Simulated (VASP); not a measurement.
ZnSe, 2 atoms in the cell. The structure is cubic, space group F-43m (No. 216). Conventional cell: a = 5.665 Å, b = 5.665 Å, c = 5.665 Å, α = 90.00°, β = 90.00°, γ = 90.00°. Zn (site symmetry -43m) has 4 Se at 2.45 Å within 3.2 Å. Within 3.2 Å of Se (site symmetry -43m) lie 4 Zn at 2.45 Å. 

| Property | Result |
| --- | --- |
| Program | VASP 6.6.1 |
| Task | single point |
| Functional | HSE06 |
| Potentials or basis | VASP PAW PBE potentials, release 64 (Zn, Se) |
| Cutoff | 520 eV |
| k mesh | 6 × 6 × 6 |
| Occupations | gaussian, width 0.01 eV |
| Spin | no spin polarisation |
| Dipole correction | no |
| Grid for exact exchange (PRECFOCK) | Normal |
| Further INCAR settings | ALGO = Normal; EDIFF = 1e-06; NBANDS = 16 |
| Share of exact exchange | 0.25 |
| Screening parameter | 0.2079 1/Å |

Potentials or basis: VASP PAW PBE potentials, release 64 (Zn, Se).

Launch:

```console
$ cat potpaw_PBE.64/Zn/POTCAR potpaw_PBE.64/Se/POTCAR > POTCAR
$ cp INCAR.step1 INCAR
$ mpirun -np 1 vasp_std > vasp.out
$ cp INCAR.step2 INCAR
$ mpirun -np 1 vasp_std > vasp.out
```

Hardware: 1 thread of Intel(R) Xeon(R) Platinum 8259CL CPU @ 2.50GHz (Skylake/Cascade Lake), with other jobs on the host.

Problem. Estimate the wall time of this run.

Solution. Wall time 42 min on 1 thread of Intel(R) Xeon(R) Platinum 8259CL CPU @ 2.50GHz (Skylake/Cascade Lake) (shared host), peak memory 0.29 GiB. Counts: k points 16.
